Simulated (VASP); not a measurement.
Input of a VASP 6.6.1 run:

File INCAR:

```
PREC = Accurate
ENCUT = 520
EDIFF = 1E-7
ISMEAR = 0
SIGMA = 0.05
LREAL = F
LASPH = T
NELM = 60
ALGO = Normal
ISIF = 2
LWAVE = F
LCHARG = F
GGA = CA
NBANDS = 15
```

Contents of KPOINTS:

```
Automatic mesh
0
Gamma
  8 8 8
```

POSCAR

```
CaSe
1.0
    0.0000000000      3.8095717218      2.4762216192
    3.8095717218      0.0000000000      2.4762216192
    3.8095717218      3.8095717218      0.0000000000
Ca Se
1 1
Direct
    0.0000000000      0.0000000000      0.0000000000
    0.7500000000      0.7500000000      0.7500000000
```

Potentials or basis: VASP PAW LDA potentials, release 64 (Ca_sv, Se).

Launch:

```console
$ cat potpaw_LDA.64/Ca_sv/POTCAR potpaw_LDA.64/Se/POTCAR > POTCAR
$ mpirun -np 1 vasp_std > vasp.out
```

Q: What does it give for the pressure?

A: -5.6 GPa.

Q: What does it give for the band gap on the k mesh?

A: 2.00 eV (least direct gap 2.10 eV).

Stress tensor (GPa, compression positive):
```
-6.59  0.00  0.00
 0.00 -6.59  0.00
 0.00  0.00 -3.69
```

Caveat: the cell stands under tension. A k mesh can miss the band edges.
